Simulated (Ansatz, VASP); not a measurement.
**PbS in VASP and in Ansatz**

Contents of INCAR:

```
SYSTEM = PbS
PREC     = Accurate       ! precision mode
ENCUT    = 520            ! plane-wave cutoff, eV
EDIFF    = 1E-6           ! SCF threshold, eV
ISMEAR   = 1              ! smearing method
SIGMA    = 0.54           ! smearing width, eV
LREAL    = .FALSE.        ! projectors in reciprocal space
LASPH    = .TRUE.         ! aspherical terms in the spheres
NELM     = 100            ! most SCF steps
ALGO     = Normal         ! electronic algorithm
ISIF     = 2              ! what is computed and relaxed
LWAVE    = .FALSE.        ! write WAVECAR
LCHARG   = .TRUE.         ! write CHGCAR
GGA      = PE             ! functional
LELF     = .TRUE.         ! ELF
LVHAR    = .TRUE.       
NBANDS   = 17             ! bands
```

The input KPOINTS:

```
Automatic mesh
0
G
  6 6 6
  0 0 0
```

POSCAR

```
PbS
1.0
    2.1126617058      1.2197458045      3.4519162518
   -2.1126617058      1.2197458045      3.4519162518
    0.0000000000     -2.4394916091      3.4519162518
Pb S
1 1
Direct
    0.9805657800      0.9805657800      0.9805657800
    0.4750355500      0.4750355500      0.4750355500
```

Input for Ansatz:

```yaml
crystal:
  lattice:
    - [2.1126617058, 1.2197458045, 3.4519162518]
    - [-2.1126617058, 1.2197458045, 3.4519162518]
    - [0.0, -2.4394916091, 3.4519162518]
  atoms:
    - { symbol: Pb, position: [0.98056578, 0.98056578, 0.98056578] }
    - { symbol: S, position: [0.47503555, 0.47503555, 0.47503555] }
basis: {}
kpoints:
  mp_grid: { grid: [6, 6, 6] }
hamiltonian:
  xc: pbe
scf:
  occupations: { method: methfessel_paxton, width: 0.54 }
  lower_state_search: "off"
output:
  forces: true
  stress: false
  eigenvalues: true
```

Alike in both runs: task single point; functional PBE; k mesh 6 × 6 × 6; occupations methfessel-paxton of order 1, width 0.54 eV; no spin polarisation.

|  | VASP | Ansatz |
| --- | --- | --- |
| version | VASP 6.6.1 | Ansatz 0.2.0 |
| potentials or method | VASP PAW PBE potentials, release 64 (Pb_d, S) | scalar-relativistic, plane waves, PAW |
| plane-wave cutoff (eV) | 520 | 420 |
| valence electrons in the cell | 20 | 20 |

|  | VASP | Ansatz | Ansatz less VASP |
| --- | --- | --- | --- |
| rms of the force components (eV/Å) | 0.011 | 0.011 | -0.0004 |

Atom by atom the forces differ by 0.000 eV/Å (rms over components). The functional is the same, so the differences come from potentials, cutoffs and numerics.

Neither program's run includes spin-orbit coupling.
